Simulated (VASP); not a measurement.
Write the native input for VASP 6.6.1 that does the following.

```
Task                   : single point
Functional             : PBE
Potentials or basis    : VASP PAW PBE potentials, release 64 (Cu)
Cutoff                 : 520 eV
k mesh                 : 4 × 4 × 1
Occupations            : gaussian, width 0.1 eV
Spin                   : no spin polarisation
Dipole correction      : yes
Further INCAR settings : LREAL = Auto; ALGO = Normal; EDIFF = 1e-06; NBANDS = 222
```

The structure of Cu lies in POSCAR:

```
Cu
1.0
    7.6685730420      0.0000000000      0.0000000000
    3.8342865210      6.6411790651      0.0000000000
    0.0000000000      0.0000000000     24.2613636694
Cu
36
Direct
    0.0000000000      0.0000000000      0.3709601868
    0.3333333333      0.0000000000      0.3709601868
    0.6666666667      0.0000000000      0.3709601868
    0.0000000000      0.3333333333      0.3709601868
    0.3333333333      0.3333333333      0.3709601868
    0.6666666667      0.3333333333      0.3709601868
    0.0000000000      0.6666666667      0.3709601868
    0.3333333333      0.6666666667      0.3709601868
    0.6666666667      0.6666666667      0.3709601868
    0.1111111111      0.1111111111      0.4569867289
    0.4444444444      0.1111111111      0.4569867289
    0.7777777778      0.1111111111      0.4569867289
    0.1111111111      0.4444444444      0.4569867289
    0.4444444444      0.4444444444      0.4569867289
    0.7777777778      0.4444444444      0.4569867289
    0.1111111111      0.7777777778      0.4569867289
    0.4444444444      0.7777777778      0.4569867289
    0.7777777778      0.7777777778      0.4569867289
   -0.1111111111      0.2222222222      0.5430132711
    0.2222222222      0.2222222222      0.5430132711
    0.5555555556      0.2222222222      0.5430132711
   -0.1111111111      0.5555555556      0.5430132711
    0.2222222222      0.5555555556      0.5430132711
    0.5555555556      0.5555555556      0.5430132711
   -0.1111111111      0.8888888889      0.5430132711
    0.2222222222      0.8888888889      0.5430132711
    0.5555555556      0.8888888889      0.5430132711
    0.0000000000      0.0000000000      0.6290398132
    0.3333333333      0.0000000000      0.6290398132
    0.6666666667      0.0000000000      0.6290398132
    0.0000000000      0.3333333333      0.6290398132
    0.3333333333      0.3333333333      0.6290398132
    0.6666666667      0.3333333333      0.6290398132
    0.0000000000      0.6666666667      0.6290398132
    0.3333333333      0.6666666667      0.6290398132
    0.6666666667      0.6666666667      0.6290398132
```

The input as run:

INCAR

```
SYSTEM = Cu
ALGO = Normal
DIPOL = 0.5 0.5 0.500
EDIFF = 1E-6
ENCUT = 520
GGA = PE
IDIPOL = 3
ISIF = 2
ISMEAR = 0
LASPH = .True.
LCHARG = .False.
LDIPOL = .True.
LREAL = Auto
LUSENCCL = .False.
LWAVE = .False.
NBANDS = 222
NELM = 100
PREC = Accurate
SIGMA = 0.1
```

KPOINTS

```
k-points
0
Gamma
  4 4 1
  0 0 0
```

Potentials or basis: VASP PAW PBE potentials, release 64 (Cu).

Launch:

```console
$ cat potpaw_PBE.64/Cu/POTCAR > POTCAR
$ mpirun -np 1 vasp_std > vasp.out
```

It gave:

| Item | Value |
| --- | --- |
| Largest force | 0.027 eV/Å |
| Band gap on the k mesh | zero (bands 198 and 199 overlap by 1.00 eV) |

It took 4.3 min on 1 × NVIDIA H100 80GB with 1 thread of AMD EPYC 7R13 Processor (Zen 3), with other jobs on the host, peak memory 2.2 GiB.
